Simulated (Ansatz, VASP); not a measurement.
## One calculation of WBrF4, two programs

The input INCAR:

```
SYSTEM = WBrF4
  ALGO = Normal
  EDIFF = 1E-6
  EDIFFG = -0.04
  ENCUT = 600
  GGA = PE
  IBRION = 2
  ISIF = 3
  ISMEAR = 0
  ISPIN = 2
  LASPH = .TRUE.
  LCHARG = .FALSE.
  LMAXMIX = 4
  LORBIT = 11
  LREAL = .FALSE.
  LWAVE = .FALSE.
  MAGMOM = 1.16 0 0 0 0 0
  NELM = 150
  NSW = 90
  PREC = Accurate
  SIGMA = 0.1
```

KPOINTS

```
k-points
0
G
  6 6 6
  0 0 0
```

Contents of POSCAR:

```
WBrF4
1.0
    0.0000000000      3.2079218883      3.2079218883
    3.2079218883      0.0000000000      3.2079218883
    3.2079218883      3.2079218883      0.0000000000
W Br F
1 1 4
Direct
    0.0000000000      0.0000000000      0.0000000000
    0.2500000000      0.2500000000      0.2500000000
    0.6261692855      0.6261692855      0.6261692855
    0.1214921435      0.6261692855      0.6261692855
    0.6261692855      0.6261692855      0.1214921435
    0.6261692855      0.1214921435      0.6261692855
```

Input for Ansatz:

```yaml
crystal:
  lattice:
    - [0.0, 3.2079218883, 3.2079218883]
    - [3.2079218883, 0.0, 3.2079218883]
    - [3.2079218883, 3.2079218883, 0.0]
  atoms:
    - { symbol: W, position: [0.0, 0.0, 0.0], spin: 1.16 }
    - { symbol: Br, position: [0.25, 0.25, 0.25] }
    - { symbol: F, position: [0.6261692855, 0.6261692855, 0.6261692855] }
    - { symbol: F, position: [0.1214921435, 0.6261692855, 0.6261692855] }
    - { symbol: F, position: [0.6261692855, 0.6261692855, 0.1214921435] }
    - { symbol: F, position: [0.6261692855, 0.1214921435, 0.6261692855] }
basis:
  ecutwfc: 420
kpoints:
  mp_grid: { grid: [6, 6, 6] }
hamiltonian:
  xc: pbe
scf:
  occupations: { method: gaussian, width: 0.1 }
  lower_state_search: "off"
output:
  forces: true
  stress: true
  eigenvalues: true
  populations: true
magnetization:
  spin_polarized: true
relax:
  adjacent_minimum: "off"
  f_tol: 0.04
  max_steps: 70
  cell: { stress_tol: 0.4 }
```

Change from the starting cell: species swapped into the MgInCu4 type (F-43m, No. 216).

Alike in both runs: task relaxation of cell and atoms; functional PBE; k mesh 6 × 6 × 6; occupations gaussian, width 0.1 eV; collinear spin.

|  | VASP | Ansatz |
| --- | --- | --- |
| version | VASP 6.6.1 | Ansatz 0.2.0 |
| potentials or method | VASP PAW PBE potentials, release 64 (W_sv, Br, F), cutoff 600 eV | scalar-relativistic, plane waves, PAW |
| valence electrons in the cell | 49 | 49 |

```csv
,VASP,Ansatz,Ansatz less VASP
"gap on the k mesh at the Fermi level, each at its own relaxed structure (eV)",none,none,-
net moment per atom (μB),0.17,0.17,0.000
size of the moment on the site where the two differ most (μB),1.17,1.04,-0.121
relaxed volume (Å³/atom),11.00,11.00,0.000
relaxed length of the cell vector where the two differ most in proportion (Å),4.537,4.537,0.0000
```

Site moments also hang on the region over which each program counts them. A gap of «none» marks a metal or a gap that the smearing closes.

Spin-orbit coupling is off throughout. Noted on VASP's run: the relaxation stopped at its first step, so nothing moved.
